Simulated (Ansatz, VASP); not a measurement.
# O in VASP and in Ansatz

Contents of INCAR:

```
  PREC = Accurate
  ENCUT = 520
  EDIFF = 1E-6
  ISMEAR = -1
  SIGMA = 0.05
  LREAL = F
  LASPH = T
  NELM = 150
  ALGO = Normal
  ISIF = 2
  LWAVE = F
  LCHARG = F
  ISPIN = 2
  MAGMOM = 1 1
  LORBIT = 11
  GGA = CA
  IBRION = 2
  NSW = 50
  EDIFFG = -0.01
```

File KPOINTS:

```
Automatic mesh
0
Gamma
  1 1 1
```

POSCAR

```
O
1.0
    9.0000000000      0.0000000000      0.0000000000
    0.0000000000      9.5000000000      0.0000000000
    0.0000000000      0.0000000000     10.0000000000
O
2
Direct
    0.5000000000      0.5000000000      0.4385000000
    0.5000000000      0.5000000000      0.5615000000
```

Input for Ansatz:

```yaml
crystal:
  lattice:
    - [9.0, 0.0, 0.0]
    - [0.0, 9.5, 0.0]
    - [0.0, 0.0, 10.0]
  atoms:
    - { symbol: O, position: [0.5, 0.5, 0.4385] }
    - { symbol: O, position: [0.5, 0.5, 0.5615] }
basis:
  ecutwfc: 450.0
kpoints:
  mp_grid:
    grid: [1, 1, 1]
hamiltonian:
  xc: lda
magnetization:
  spin_polarized: true
  per_species:
    O: 1.0
scf:
  max_iter: 65
  occupations:
    method: fermi_dirac
    width: 0.05
relax:
  f_tol: 0.01
  max_steps: 30
output:
  stress: true
```

Alike in both runs: task relaxation of the atoms; functional LDA; k mesh 1 × 1 × 1; occupations fermi-dirac, width 0.05 eV; collinear spin.

|  | VASP | Ansatz |
| --- | --- | --- |
| version | VASP 6.6.1 | Ansatz 0.2.0 |
| potentials or method | VASP PAW LDA potentials, release 64 (O), cutoff 520 eV | plane waves, PAW |
| valence electrons in the cell | 12 | 12 |

|  | VASP | Ansatz | Ansatz less VASP |
| --- | --- | --- | --- |
| net moment per atom (μB) | 1.00 | 1.00 | 0.000 |
| size of the moment on the site where the two differ most (μB) | 0.81 | 0.55 | -0.260 |

LDA's correlation is that of Perdew and Zunger in VASP and of Perdew and Wang (1992) in Ansatz. Site moments also hang on the region over which each program counts them. Ansatz's warnings: end state compared, stress scf threshold loose.

Noted on VASP's run: the standard files for N, O and F lose accuracy on very short bonds.
